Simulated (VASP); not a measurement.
HfO2, 3 atoms in the cell. It takes space group Fm-3m (No. 225, cubic). The conventional cell has a = 5.046 Å, b = 5.046 Å, c = 5.046 Å, α = 90.00°, β = 90.00°, γ = 90.00°. Hf (site symmetry m-3m) has 8 O at 2.18 Å within 2.9 Å. O (site symmetry -43m) has 4 Hf at 2.18 Å and 6 O at 2.52 Å within 2.9 Å.  This cell differs from its parent crystal: volume scaled by 0.96.

| Property | Result |
| --- | --- |
| Program | VASP 6.6.1 |
| Task | single point |
| Functional | PBEsol |
| Dispersion | D3(BJ) |
| Potentials or basis | VASP PAW PBE potentials, release 64 (Hf_pv, O) |
| Cutoff | 520 eV |
| k mesh | 9 × 9 × 9 |
| Occupations | fermi-dirac, width 0.05 eV |
| Spin | collinear spin, zero start |
| Starting moments | [0.0, 0.0, 0.0] μB |
| Fixed moment | 0 μB |
| Dipole correction | no |
| Further INCAR settings | ALGO = Normal; EDIFF = 1e-06; NBANDS = 22 |

Potentials or basis: VASP PAW PBE potentials, release 64 (Hf_pv, O).

Launch:

```console
$ cat potpaw_PBE.64/Hf_pv/POTCAR potpaw_PBE.64/O/POTCAR > POTCAR
$ mpirun -np 1 vasp_std > vasp.out
```

Hardware: 1 thread of Intel Xeon 8259CL (shared host).

How long does it take, and how much memory?

It took 90 s on 1 thread of Intel Xeon 8259CL, with other jobs on the host, peak memory 0.21 GiB. Counts: scf iterations 13, k points 35.
